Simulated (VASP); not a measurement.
# PbSe (Fm-3m) in VASP: single point with r2SCAN

Aim: the single point of PbSe with r2SCAN.

Everything below comes from runs of VASP 6.6.1. Logs are shortened: lines on timing, memory, paths and dates and some standing lists are left out, and cuts for length are marked.

## (1) The cell of the first run

The structure is cubic, space group Fm-3m (No. 225). Conventional cell: a = 6.470 Å, b = 6.470 Å, c = 6.470 Å, α = 90.00°, β = 90.00°, γ = 90.00°. Within 4.3 Å of Pb (site symmetry m-3m) lie 6 Se at 3.23 Å. Se (site symmetry m-3m) has 6 Pb at 3.23 Å within 4.3 Å.

## (2) Single point, r2SCAN (strain +4.7%)

File POSCAR:

```
PbSe
1.0
    0.0000000000      3.2347978352      3.2347978352
    3.2347978352      0.0000000000      3.2347978352
    3.2347978352      3.2347978352      0.0000000000
Pb Se
1 1
Direct
    0.0000000000      0.0000000000      0.0000000000
    0.5000000000      0.5000000000      0.5000000000
```

File INCAR.step1:

```
SYSTEM = PbSe
ALGO = Normal
EDIFF = 1E-4
ENCUT = 520
GGA = PE
ISMEAR = 0
LASPH = .TRUE.
LCHARG = .FALSE.
LREAL = .FALSE.
LWAVE = .TRUE.
NBANDS = 17
NELM = 60
PREC = Accurate
SIGMA = 0.01
```

File INCAR.step2:

```
SYSTEM = PbSe
ALGO = Normal
EDIFF = 1E-7
ENCUT = 520
ISIF = 2
ISMEAR = 0
ISTART = 1
LASPH = .TRUE.
LCHARG = .FALSE.
LMIXTAU = .TRUE.
LREAL = .FALSE.
LWAVE = .FALSE.
METAGGA = R2SCAN
NBANDS = 17
NELM = 60
PREC = Accurate
SIGMA = 0.01
```

File KPOINTS:

```
k-points
0
G
  8 8 8
  0 0 0
```

Potentials or basis: VASP PAW PBE potentials, release 64 (Pb_d, Se).

Run with:

```sh
$ cat potpaw_PBE.64/Pb_d/POTCAR potpaw_PBE.64/Se/POTCAR > POTCAR
$ cp INCAR.step1 INCAR
$ mpirun -np 1 vasp_std > vasp.out
$ cp INCAR.step2 INCAR
$ mpirun -np 1 vasp_std > vasp.out
```

OUTCAR:

```text
SYSTEM = PbSe
   EDIFF = 1E-7
   ENCUT = 520
   ISIF = 2
   ISMEAR = 0
   ISTART = 1
   LASPH = .TRUE.
   LREAL = .FALSE.
   METAGGA = R2SCAN
   NELM = 60
   PREC = Accurate

 ion  position               nearest neighbor table
   1  0.000  0.000  0.000-   2 3.23   2 3.23   2 3.23   2 3.23   2 3.23   2 3.23
   2  0.500  0.500  0.500-   1 3.23   1 3.23   1 3.23   1 3.23   1 3.23   1 3.23

  LATTYP: Found a face centered cubic cell.
 ALAT       =     6.4695956704

  Lattice vectors:

 A1 = (   0.0000000000,   3.2347978352,   3.2347978352)
 A2 = (   3.2347978352,   0.0000000000,   3.2347978352)
 A3 = (   3.2347978352,   3.2347978352,   0.0000000000)

Analysis of symmetry for initial positions (statically):
=====================================================================
 Subroutine PRICEL returns:
 Original cell was already a primitive cell.

 Routine SETGRP: Setting up the symmetry group for a
 face centered cubic supercell.

 Subroutine GETGRP returns: Found 48 space group operations
 (whereof 48 operations were pure point group operations)
 out of a pool of 48 trial point group operations.

The static configuration has the point symmetry O_h .

Analysis of symmetry for dynamics (positions and initial velocities):
=====================================================================
 Subroutine PRICEL returns:
 Original cell was already a primitive cell.

 Routine SETGRP: Setting up the symmetry group for a
 face centered cubic supercell.

 Subroutine GETGRP returns: Found 48 space group operations
 (whereof 48 operations were pure point group operations)
 out of a pool of 48 trial point group operations.

The dynamic configuration has the point symmetry O_h .

 Subroutine INISYM returns: Found 48 space group operations
 (whereof 48 operations are pure point group operations),
 and found     1 'primitive' translations

----------------------------------------------------------------------------------------

                                     Primitive cell

  volume of cell :      67.6973

  direct lattice vectors                    reciprocal lattice vectors
     0.000000000  3.234797835  3.234797835    -0.154569165  0.154569165  0.154569165
     3.234797835  0.000000000  3.234797835     0.154569165 -0.154569165  0.154569165
     3.234797835  3.234797835  0.000000000     0.154569165  0.154569165 -0.154569165

  length of vectors
     4.574694970  4.574694970  4.574694970     0.267721647  0.267721647  0.267721647

  position of ions in fractional coordinates (direct lattice)
     0.000000000  0.000000000  0.000000000
     0.500000000  0.500000000  0.500000000

  ion indices of the primitive-cell ions
   primitive index   ion index
                 1           1
                 2           2

----------------------------------------------------------------------------------------

 KPOINTS: k-points

Automatic generation of k-mesh.
 Grid dimensions read from file:
 generate k-points for:    8    8    8

 Generating k-lattice:

  Cartesian coordinates                     Fractional coordinates (reciprocal lattice)
    -0.019321146  0.019321146  0.019321146     0.125000000  0.000000000  0.000000000
     0.019321146 -0.019321146  0.019321146     0.000000000  0.125000000  0.000000000
     0.019321146  0.019321146 -0.019321146     0.000000000  0.000000000  0.125000000

  Length of vectors
     0.033465206  0.033465206  0.033465206

  Shift w.r.t. Gamma in fractional coordinates (k-lattice)
     0.000000000  0.000000000  0.000000000

 Subroutine IBZKPT returns following result:
 ===========================================

 Found     29 irreducible k-points:

 Following reciprocal coordinates:
            Coordinates               Weight
  0.000000  0.000000  0.000000      1.000000
  0.125000  0.000000  0.000000      8.000000
  0.250000  0.000000  0.000000      8.000000
  0.375000  0.000000  0.000000      8.000000
  0.500000  0.000000  0.000000      4.000000
  0.125000  0.125000  0.000000      6.000000
[... 16 lines left out ...]
  0.500000  0.250000  0.125000     48.000000
 -0.375000  0.250000  0.125000     24.000000
 [... further k-points ...]
   k-points           NKPTS =     29   k-points in BZ     NKDIM =     29   number of bands    NBANDS=     17
   number of dos      NEDOS =    301   number of ions     NIONS =      2
   total plane-waves  NPLWV =  46656
   dimension x,y,z NGX =    36 NGY =   36 NGZ =   36
   dimension x,y,z NGXF=    72 NGYF=   72 NGZF=   72
   ions per type =               1   1
   NGX,Y,Z   is equivalent  to a cutoff of  13.08, 13.08, 13.08 a.u.
   NGXF,Y,Z  is equivalent  to a cutoff of  26.17, 26.17, 26.17 a.u.
 SYSTEM =  PbSe
   PREC   = accura    normal or accurate (medium, high low for compatibility)
   ISTART =      1    job   : 0-new  1-cont  2-samecut
   ICHARG =      0    charge: 1-file 2-atom 10-const
   ISPIN  =      1    spin polarized calculation?
   LNONCOLLINEAR =      F non collinear calculations
   LSORBIT =      F    spin-orbit coupling
   LASPH  =      T    aspherical Exc in radial PAW
   ENCUT  =  520.0 eV  38.22 Ry    6.18 a.u.   8.51  8.51  8.51*2*pi/ulx,y,z
   NELM   =     60;   NELMIN=  2; NELMDL=  0     # of ELM steps
   EDIFF  = 0.1E-06   stopping-criterion for ELM
   LREAL  =      F    real-space projection
   EDIFFG = 0.1E-05   stopping-criterion for IOM
   NSW    =      0    number of steps for IOM
   IBRION =     -1    ionic relax: 0-MD 1-quasi-New 2-CG
   NFREE  =      0    steps in history (QN), initial steepest desc. (CG)
   ISIF   =      2    stress and relaxation
   ISYM   =      2    0-nonsym 1-usesym 2-fastsym
   POTIM  = 0.5000    time-step for ionic-motion
   TEBEG  =    0.0;   TEEND  =   0.0 temperature during run
   PSTRESS=    0.0 pullay stress
   NELECT =      20.0000    total number of electrons
   NUPDOWN=      -1.0000    fix difference up-down
   EMIN   =  10.00;   EMAX   =-10.00  energy-range for DOS
   EFERMI =   0.00;   METHOD = LEGACY
   ISMEAR =     0;   SIGMA  =   0.01  broadening in eV -4-tet -1-fermi 0-gaus
   EFERMI_NEDOS =   21; number of points for ismear=-14 and -15
   IALGO  =     38    algorithm
   IMIX   =      4    mixing-type and parameters
     AMIX     =   0.40;   BMIX     =  1.00
     AMIX_MAG =   1.60;   BMIX_MAG =  1.00
  volume/ion in A,a.u.               =      33.85       228.42
  Fermi-wavevector in a.u.,A,eV,Ry     =   1.090338  2.060439 16.175099  1.188836
  Thomas-Fermi vector in A             =   2.226560
   LORBIT       =      0    0 simple, 1 ext, 2 COOP (PROOUT), +10 PAW based schemes
   METAGGA = R2SCAN    functional components
   LHFCALC =     F    Hartree Fock is set to
   AEXX    =    0.0000 exact exchange contribution
   IVDW    =     0    specifies the selected vdW correction
   LEPSILON=     F    determine dielectric tensor
   LRPA    =     F    only Hartree local field effects (RPA)
 non-spin polarized calculation
 Gauss-broadening in eV      SIGMA  =   0.01
  energy-cutoff  :      520.00
  volume of cell :       67.70
 maximum number of plane-waves:      1847
 NGX is ok and might be reduce to    36
   NGX = 17   NGY = 17   NGZ = 17

 number of electron      20.0000003 magnetization

 Free energy of the ion-electron system (eV)
  ---------------------------------------------------
  ext. energy  EPLUGINS =         0.00000000
  ---------------------------------------------------
  free energy    TOTEN  =       -71.77891043 eV

  energy without entropy =      -71.77891043  energy(sigma->0) =      -71.77891043

 E-fermi :   3.0033     XC(G=0):  -9.2709

 val. band max:        2.9161199715   @ k =   0.5000   0.0000   0.0000
 cond. band min:       3.9357677650   @ k =   0.5000   0.0000   0.0000
 fundamental gap:      1.0196477935
 Fermi energy:         3.0032532686

 k-point     1 :       0.0000    0.0000    0.0000
  band No.  band energies     occupation
      1     -14.2798      2.00000
      2     -14.2798      2.00000
      3     -14.2798      2.00000
      4     -14.2688      2.00000
      5     -14.2688      2.00000
      6      -9.8319      2.00000
[... 9 lines left out ...]
     16      10.2858      0.00000
     17      10.9864      0.00000

 k-point     2 :       0.1250    0.0000    0.0000
  band No.  band energies     occupation
      1     -14.2793      2.00000
      2     -14.2784      2.00000
      3     -14.2784      2.00000
      4     -14.2695      2.00000
      5     -14.2695      2.00000
      6      -9.7431      2.00000
[... 9 lines left out ...]
     16      10.5857      0.00000
     17      12.0175      0.00000

 k-point     3 :       0.2500    0.0000    0.0000
  band No.  band energies     occupation
      1     -14.2785      2.00000
      2     -14.2785      2.00000
      3     -14.2783      2.00000
      4     -14.2676      2.00000
      5     -14.2676      2.00000
      6      -9.5056      2.00000
[... 9 lines left out ...]
     16      11.3912      0.00000
     17      13.8028      0.00000

 k-point     4 :       0.3750    0.0000    0.0000
  band No.  band energies     occupation
      1     -14.2816      2.00000
      2     -14.2816      2.00000
      3     -14.2773      2.00000
      4     -14.2627      2.00000
      5     -14.2627      2.00000
      6      -9.2226      2.00000
[... 9 lines left out ...]
     16      12.6170      0.00000
     17      14.2631      0.00000
[... 343 lines left out ...]
      1     -14.2865      2.00000
      2     -14.2805      2.00000
      3     -14.2732      2.00000
      4     -14.2690      2.00000
      5     -14.2632      2.00000
      6      -9.3190      2.00000
[... 9 lines left out ...]
     16      12.6574      0.00000
     17      13.4217      0.00000

 k-point    23 :       0.5000    0.2500    0.1250
  band No.  band energies     occupation
      1     -14.2920      2.00000
      2     -14.2775      2.00000
      3     -14.2743      2.00000
      4     -14.2664      2.00000
      5     -14.2619      2.00000
      6      -9.0838      2.00000
[... 9 lines left out ...]
     16      13.3017      0.00000
     17      14.2294      0.00000

 k-point    24 :      -0.3750    0.2500    0.1250
  band No.  band energies     occupation
      1     -14.2940      2.00000
      2     -14.2772      2.00000
      3     -14.2718      2.00000
      4     -14.2682      2.00000
      5     -14.2606      2.00000
      6      -8.9749      2.00000
[... 9 lines left out ...]
     16      14.2819      0.00000
     17      14.2945      0.00000

 [... further k-points ...]

------------------------ aborting loop because EDIFF is reached ----------------------------------------

  FORCE on cell =-STRESS in cart. coord.  units (eV):
  Direction    XX          YY          ZZ          XY          YZ          ZX
  --------------------------------------------------------------------------------------
  -------------------------------------------------------------------------------------
  Total       -2.2260741     -2.2260741     -2.2260741      0.0000000      0.0000000      0.0000000
  in kB      -52.6840042    -52.6840042    -52.6840042      0.0000000      0.0000000      0.0000000
  external PRESSURE =     -52.6840042 kB  Pullay stress =       0.0000000 kB

 VOLUME and BASIS-vectors are now :
 -----------------------------------------------------------------------------
  energy-cutoff  :      520.00
  volume of cell :       67.70
      direct lattice vectors                 reciprocal lattice vectors
     0.000000000  3.234797835  3.234797835    -0.154569165  0.154569165  0.154569165
     3.234797835  0.000000000  3.234797835     0.154569165 -0.154569165  0.154569165
     3.234797835  3.234797835  0.000000000     0.154569165  0.154569165 -0.154569165

 POSITION                                       TOTAL-FORCE (eV/Angst)
 -----------------------------------------------------------------------------------
      0.00000      0.00000      0.00000         0.000000      0.000000     -0.000000
      3.23480      3.23480      3.23480        -0.000000     -0.000000      0.000000
 -----------------------------------------------------------------------------------
    total drift:                                0.000000      0.000000      0.000000

  FREE ENERGIE OF THE ION-ELECTRON SYSTEM (eV)
  ---------------------------------------------------
  free  energy   TOTEN  =       -71.7789104271 eV

  energy  without entropy=      -71.7789104271  energy(sigma->0) =      -71.77891043
```

Run time: 5.2 min. Hardware: 1 thread of Intel Xeon 8259CL, shared host; peak memory 0.23 GiB.

Results:

```
Free energy            : -71.7789 eV
Pressure               : -5.3 GPa
Band gap on the k mesh : 1.02 eV, direct
```

Levels at points of the mesh, in eV from the valence-band top:
| k point | band 8 | band 9 | band 10 | band 11 | band 12 | band 13 |
| --- | --- | --- | --- | --- | --- | --- |
| (0.00, 0.00, 0.00) | -1.20 | -1.20 | -1.20 | 4.73 | 4.73 | 4.73 |
| (0.50, 0.00, 0.00) | -0.88 | -0.88 | 0.00 | 1.02 | 2.31 | 2.31 |
| (0.50, 0.50, 0.00) | -3.74 | -2.30 | -2.30 | 4.75 | 5.44 | 5.44 |

Caveat: the cell differs from its parent crystal (strain +4.7%); the PAW data sets were made with another functional, which shifts forces and pressure a little; spin-orbit coupling is left out, which moves the levels of the heavy elements.
